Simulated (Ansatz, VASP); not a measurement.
## HfN in VASP and in Ansatz

```
Hf N
1.0
     0.00000    2.25843    2.25843
     2.25843    0.00000    2.25843
     2.25843    2.25843    0.00000
Hf N
1 1
Direct
  0.00000 0.00000 0.00000
  0.50000 0.50000 0.50000
```

Alike in both runs: functional PBE; dispersion D3(BJ); k mesh 16 × 16 × 16; occupations gaussian, width 0.1 eV; no spin polarisation.

Ansatz relaxed the structure, and its values are those at the end. VASP's run is a single point on that final structure, the one shown.

|  | VASP | Ansatz |
| --- | --- | --- |
| version | VASP 6.6.1 | Ansatz 0.2.0 |
| potentials or method | VASP PAW PBE potentials, release 64 (Hf_pv, N), cutoff 520 eV | scalar-relativistic, plane waves, PAW |
| valence electrons in the cell | 15 | 31 |

|  | VASP | Ansatz | Ansatz less VASP |
| --- | --- | --- | --- |
| gap on the k mesh at the Fermi level (eV) | none | none | - |
| pressure (GPa) | -2.4 | 0.0 | +2.41 |

A gap of «none» marks a metal or a gap that the smearing closes. VASP's potentials hold 15 valence electrons a cell and Ansatz's 31, so a difference there can come from the potentials and not from the codes.

Neither program's run includes spin-orbit coupling.
